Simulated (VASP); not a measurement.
# AlNi3 (Fmmm) in VASP: notebook

The runs below take AlNi3 through single point, with PBEsol.

Program: VASP 6.6.1. These are calculated values, not measurements. Logs are shortened: lines on timing, memory, paths and dates and some standing lists are left out, and cuts for length are marked.

### 1 The cell of the first run

It takes space group Fmmm (No. 69, orthorhombic). Conventional cell: a = 5.387 Å, b = 5.597 Å, c = 5.807 Å, α = 90.00°, β = 90.00°, γ = 90.00°. Within 3.2 Å of Al (site symmetry mmm) lie 14 Ni at 2.42 to 2.90 Å. Ni (site symmetry 222) has 4 Al at 2.42 Å and 10 Ni at 2.42 to 2.90 Å within 3.2 Å. Ni (site symmetry mmm) has 8 Ni at 2.42 Å and 6 Al at 2.69 to 2.90 Å within 3.2 Å.

### 2 Single point, PBEsol (strain +0.0375 x Voigt [1, -1, 0, 0, 0, 0])

Input file INCAR:

```
PREC = Accurate
ENCUT = 520
EDIFF = 1E-6
ISMEAR = 0
SIGMA = 0.15
LREAL = False
LASPH = True
NELM = 60
ALGO = Fast
ISIF = 2
LWAVE = False
LCHARG = True
GGA = PS
LELF = True
LVHAR = True
NBANDS = 24
```

Input file KPOINTS:

```
regular mesh
0
Gamma
  14 14 14
```

Input file POSCAR:

```
AlNi3
1.0
    0.0000000000      2.6934675619      2.7984078565
    2.9033481511      0.0000000000      2.7984078565
    2.9033481511      2.6934675619      0.0000000000
Al Ni
1 3
Direct
    0.5000000000      0.5000000000      0.5000000000
    0.2500000000      0.2500000000      0.2500000000
    0.0000000000      0.0000000000      0.0000000000
    0.7500000000      0.7500000000      0.7500000000
```

Potentials or basis: VASP PAW PBE potentials, release 64 (Al, Ni).

Run with:

```bash
$ cat potpaw_PBE.64/Al/POTCAR potpaw_PBE.64/Ni/POTCAR > POTCAR
$ mpirun -np 1 vasp_std > vasp.out
```

OUTCAR:

```text
PREC = Accurate
   ENCUT = 520
   EDIFF = 1E-6
   ISMEAR = 0
   LREAL = False
   LASPH = True
   NELM = 60
   ISIF = 2
   GGA = PS

 ion  position               nearest neighbor table
   1  0.500  0.500  0.500-   2 2.42   2 2.42   2 2.42   4 2.42   4 2.42   4 2.42   4 2.42   2 2.42
                             3 2.69   3 2.69   3 2.80   3 2.80   3 2.90   3 2.90
   2  0.250  0.250  0.250-   3 2.42   3 2.42   1 2.42   3 2.42   1 2.42   1 2.42   1 2.42   3 2.42
                             4 2.69   4 2.69   4 2.80   4 2.80   4 2.90   4 2.90
   3  0.000  0.000  0.000-   4 2.42   4 2.42   2 2.42   4 2.42   2 2.42   2 2.42   2 2.42   4 2.42
                             1 2.69   1 2.69   1 2.80   1 2.80   1 2.90   1 2.90
   4  0.750  0.750  0.750-   1 2.42   1 2.42   1 2.42   3 2.42   3 2.42   3 2.42   3 2.42   1 2.42
                             2 2.69   2 2.69   2 2.80   2 2.80   2 2.90   2 2.90

  LATTYP: Found a face centered orthorhombic cell.
 ALAT       =     5.3869351238
 B/A-ratio  =     1.0389610390
 C/A-ratio  =     1.0779220779

  Lattice vectors:

 A1 = (  -2.9033481511,   0.0000000000,  -2.7984078565)
 A2 = (  -2.9033481511,   2.6934675619,   0.0000000000)
 A3 = (   0.0000000000,   2.6934675619,  -2.7984078565)

Analysis of symmetry for initial positions (statically):
=====================================================================
 Subroutine PRICEL returns:
 Original cell was already a primitive cell.

 Routine SETGRP: Setting up the symmetry group for a
 face centered orthorhombic supercell.

 Subroutine GETGRP returns: Found  8 space group operations
 (whereof  8 operations were pure point group operations)
 out of a pool of  8 trial point group operations.

The static configuration has the point symmetry D_2h.

Analysis of symmetry for dynamics (positions and initial velocities):
=====================================================================
 Subroutine PRICEL returns:
 Original cell was already a primitive cell.

 Routine SETGRP: Setting up the symmetry group for a
 face centered orthorhombic supercell.

 Subroutine GETGRP returns: Found  8 space group operations
 (whereof  8 operations were pure point group operations)
 out of a pool of  8 trial point group operations.

The dynamic configuration has the point symmetry D_2h.

 Subroutine INISYM returns: Found  8 space group operations
 (whereof  8 operations are pure point group operations),
 and found     1 'primitive' translations

----------------------------------------------------------------------------------------

                                     Primitive cell

  volume of cell :      43.7675

  direct lattice vectors                    reciprocal lattice vectors
     0.000000000  2.693467562  2.798407856    -0.172214965  0.185634313  0.178673026
     2.903348151  0.000000000  2.798407856     0.172214965 -0.185634313  0.178673026
     2.903348151  2.693467562  0.000000000     0.172214965  0.185634313 -0.178673026

  length of vectors
     3.884051240  4.032433139  3.960328016     0.309906667  0.309906667  0.309906667

  position of ions in fractional coordinates (direct lattice)
     0.500000000  0.500000000  0.500000000
     0.250000000  0.250000000  0.250000000
     0.000000000  0.000000000  0.000000000
     0.750000000  0.750000000  0.750000000

  ion indices of the primitive-cell ions
   primitive index   ion index
                 1           1
                 2           2
                 3           3
                 4           4

----------------------------------------------------------------------------------------

 KPOINTS: regular mesh

Automatic generation of k-mesh.
 Grid dimensions read from file:
 generate k-points for:   14   14   14

 Generating k-lattice:

  Cartesian coordinates                     Fractional coordinates (reciprocal lattice)
    -0.012301069  0.013259594  0.012762359     0.071428571  0.000000000  0.000000000
     0.012301069 -0.013259594  0.012762359     0.000000000  0.071428571 -0.000000000
     0.012301069  0.013259594 -0.012762359     0.000000000 -0.000000000  0.071428571

  Length of vectors
     0.022136191  0.022136191  0.022136191

  Shift w.r.t. Gamma in fractional coordinates (k-lattice)
     0.000000000  0.000000000  0.000000000

 Subroutine IBZKPT returns following result:
 ===========================================

 Found    428 irreducible k-points:

 Following reciprocal coordinates:
            Coordinates               Weight
  0.000000  0.000000  0.000000      1.000000
  0.071429 -0.000000 -0.000000      8.000000
  0.142857  0.000000  0.000000      8.000000
  0.214286  0.000000  0.000000      8.000000
  0.285714 -0.000000 -0.000000      8.000000
  0.357143 -0.000000 -0.000000      8.000000
[... 16 lines left out ...]
  0.214286  0.142857  0.000000      8.000000
  0.285714  0.142857 -0.000000      8.000000
 [... further k-points ...]
   k-points           NKPTS =    428   k-points in BZ     NKDIM =    428   number of bands    NBANDS=     24
   number of dos      NEDOS =    301   number of ions     NIONS =      4
   total plane-waves  NPLWV =  27000
   dimension x,y,z NGX =    30 NGY =   30 NGZ =   30
   dimension x,y,z NGXF=    60 NGYF=   60 NGZF=   60
   ions per type =               1   3
   NGX,Y,Z   is equivalent  to a cutoff of  12.84, 12.37, 12.59 a.u.
   NGXF,Y,Z  is equivalent  to a cutoff of  25.68, 24.74, 25.19 a.u.
 SYSTEM =  unknown system
   PREC   = accura    normal or accurate (medium, high low for compatibility)
   ISTART =      0    job   : 0-new  1-cont  2-samecut
   ICHARG =      2    charge: 1-file 2-atom 10-const
   ISPIN  =      1    spin polarized calculation?
   LNONCOLLINEAR =      F non collinear calculations
   LSORBIT =      F    spin-orbit coupling
   LASPH  =      T    aspherical Exc in radial PAW
   ENCUT  =  520.0 eV  38.22 Ry    6.18 a.u.   7.22  7.50  7.36*2*pi/ulx,y,z
   NELM   =     60;   NELMIN=  2; NELMDL= -5     # of ELM steps
   EDIFF  = 0.1E-05   stopping-criterion for ELM
   LREAL  =      F    real-space projection
   EDIFFG = 0.1E-04   stopping-criterion for IOM
   NSW    =      0    number of steps for IOM
   IBRION =     -1    ionic relax: 0-MD 1-quasi-New 2-CG
   NFREE  =      0    steps in history (QN), initial steepest desc. (CG)
   ISIF   =      2    stress and relaxation
   ISYM   =      2    0-nonsym 1-usesym 2-fastsym
   POTIM  = 0.5000    time-step for ionic-motion
   TEBEG  =    0.0;   TEEND  =   0.0 temperature during run
   PSTRESS=    0.0 pullay stress
   NELECT =      33.0000    total number of electrons
   NUPDOWN=      -1.0000    fix difference up-down
   EMIN   =  10.00;   EMAX   =-10.00  energy-range for DOS
   EFERMI =   0.00;   METHOD = LEGACY
   ISMEAR =     0;   SIGMA  =   0.15  broadening in eV -4-tet -1-fermi 0-gaus
   EFERMI_NEDOS =   21; number of points for ismear=-14 and -15
   IALGO  =     68    algorithm
   IMIX   =      4    mixing-type and parameters
     AMIX     =   0.40;   BMIX     =  1.00
     AMIX_MAG =   1.60;   BMIX_MAG =  1.00
  volume/ion in A,a.u.               =      10.94        73.84
  Fermi-wavevector in a.u.,A,eV,Ry     =   1.490032  2.815752 30.207581  2.220195
  Thomas-Fermi vector in A             =   2.602865
   LORBIT       =      0    0 simple, 1 ext, 2 COOP (PROOUT), +10 PAW based schemes
   GGA     = PS    functional components
   LHFCALC =     F    Hartree Fock is set to
   AEXX    =    0.0000 exact exchange contribution
   IVDW    =     0    specifies the selected vdW correction
   LEPSILON=     F    determine dielectric tensor
   LRPA    =     F    only Hartree local field effects (RPA)
 non-spin polarized calculation
 RMM-DIIS sequential band-by-band and
 Gauss-broadening in eV      SIGMA  =   0.15
  energy-cutoff  :      520.00
  volume of cell :       43.77
 maximum number of plane-waves:      1196
 NGX is ok and might be reduce to    30
   NGX = 15   NGY = 15   NGZ = 15

 number of electron      33.0000029 magnetization

 Free energy of the ion-electron system (eV)
  ---------------------------------------------------
  ext. energy  EPLUGINS =         0.00000000
  ---------------------------------------------------
  free energy    TOTEN  =       -24.09136596 eV

  energy without entropy =      -24.06063586  energy(sigma->0) =      -24.07600091

 E-fermi :   9.8591     XC(G=0): -12.9910

 val. band max:        9.8579702608   @ k =   0.5000   0.4286   0.0714
 cond. band min:       9.8593365032   @ k =   0.5000  -0.3571   0.1429
 fundamental gap:      0.0013662424
 Fermi energy:         9.8591106776

 k-point     1 :       0.0000    0.0000    0.0000
  band No.  band energies     occupation
      1      -0.3688      2.00000
      2       6.1799      2.00000
      3       6.2825      2.00000
      4       6.3040      2.00000
      5       6.3721      2.00000
      6       6.4487      2.00000
[... 16 lines left out ...]
     23      17.1409      0.00000
     24      17.8740      0.00000

 k-point     2 :       0.0714   -0.0000   -0.0000
  band No.  band energies     occupation
      1      -0.2922      2.00000
      2       6.1476      2.00000
      3       6.2387      2.00000
      4       6.3267      2.00000
      5       6.4146      2.00000
      6       6.4990      2.00000
[... 16 lines left out ...]
     23      17.4123      0.00000
     24      18.0811      0.00000

 k-point     3 :       0.1429    0.0000    0.0000
  band No.  band energies     occupation
      1      -0.0642      2.00000
      2       6.1151      2.00000
      3       6.1863      2.00000
      4       6.2440      2.00000
      5       6.5520      2.00000
      6       6.6349      2.00000
[... 16 lines left out ...]
     23      17.8175      0.00000
     24      18.2486      0.00000
[... 514 lines left out ...]
 k-point    23 :       0.2143    0.1429    0.0000
  band No.  band energies     occupation
      1       0.3088      2.00000
      2       5.7140      2.00000
      3       6.3808      2.00000
      4       6.4888      2.00000
      5       6.6158      2.00000
      6       6.7329      2.00000
[... 16 lines left out ...]
     23      18.1539      0.00000
     24      19.6424      0.00000

 k-point    24 :       0.2857    0.1429   -0.0000
  band No.  band energies     occupation
      1       0.7244      2.00000
      2       5.5469      2.00000
      3       6.3191      2.00000
      4       6.4625      2.00000
      5       6.7583      2.00000
      6       6.8642      2.00000
[... 16 lines left out ...]
     23      18.1247      0.00000
     24      19.9358      0.00000

 [... further k-points ...]
[... 5 lines left out ...]
  --------------------------------------------------------------------------------------
  -------------------------------------------------------------------------------------
  Total        0.3397359      0.1797938     -0.1539931      0.0000000     -0.0000000      0.0000000
  in kB       12.4365576      6.5816300     -5.6371532      0.0000000     -0.0000000      0.0000000
  external PRESSURE =       4.4603448 kB  Pullay stress =       0.0000000 kB

 VOLUME and BASIS-vectors are now :
 -----------------------------------------------------------------------------
  energy-cutoff  :      520.00
  volume of cell :       43.77
      direct lattice vectors                 reciprocal lattice vectors
     0.000000000  2.693467562  2.798407856    -0.172214965  0.185634313  0.178673026
     2.903348151  0.000000000  2.798407856     0.172214965 -0.185634313  0.178673026
     2.903348151  2.693467562  0.000000000     0.172214965  0.185634313 -0.178673026

 POSITION                                       TOTAL-FORCE (eV/Angst)
 -----------------------------------------------------------------------------------
      2.90335      2.69347      2.79841         0.000000      0.000000     -0.000000
      1.45167      1.34673      1.39920        -0.000000      0.000000     -0.000000
      0.00000      0.00000      0.00000         0.000000      0.000000      0.000000
      4.35502      4.04020      4.19761         0.000000     -0.000000      0.000000
 -----------------------------------------------------------------------------------
    total drift:                                0.000000     -0.000000      0.000000

  FREE ENERGIE OF THE ION-ELECTRON SYSTEM (eV)
  ---------------------------------------------------
  free  energy   TOTEN  =       -24.0913659565 eV

  energy  without entropy=      -24.0606358575  energy(sigma->0) =      -24.07600091
```

Wall time 6.3 min (1 thread of Intel Xeon 6975P-C, shared host); peak memory 0.47 GiB.

Results:

| Quantity | Value |
| --- | --- |
| Free energy | -24.0914 eV |
| Pressure | 0.4 GPa |

Levels at points of the mesh, in eV from the Fermi level:
```csv
k point,band 13,band 14,band 15,band 16,band 17,band 18,band 19,band 20
"(0.00, 0.00, 0.00)",-0.64,-0.62,-0.46,-0.43,5.38,5.50,5.60,5.65
"(0.50, 0.00, 0.00)",-0.71,-0.64,-0.57,-0.37,-0.12,3.96,4.53,4.56
"(0.50, 0.50, 0.00)",-1.03,-0.85,-0.47,-0.44,-0.37,-0.28,-0.02,4.35
"(0.50, 0.00, 0.50)",-1.11,-0.96,-0.63,-0.46,-0.38,-0.38,0.30,3.94
"(0.00, 0.50, 0.50)",-0.88,-0.64,-0.44,-0.38,-0.34,-0.33,-0.26,4.69
```

Caveat: the cell differs from its parent crystal (strain +0.0375 x Voigt [1, -1, 0, 0, 0, 0]); the PAW data sets were made with another functional, which shifts forces and pressure a little. Spin polarisation is off, so any magnetic state and its effect on volume and gap are missing.

(Continued in part 2 of 2.)
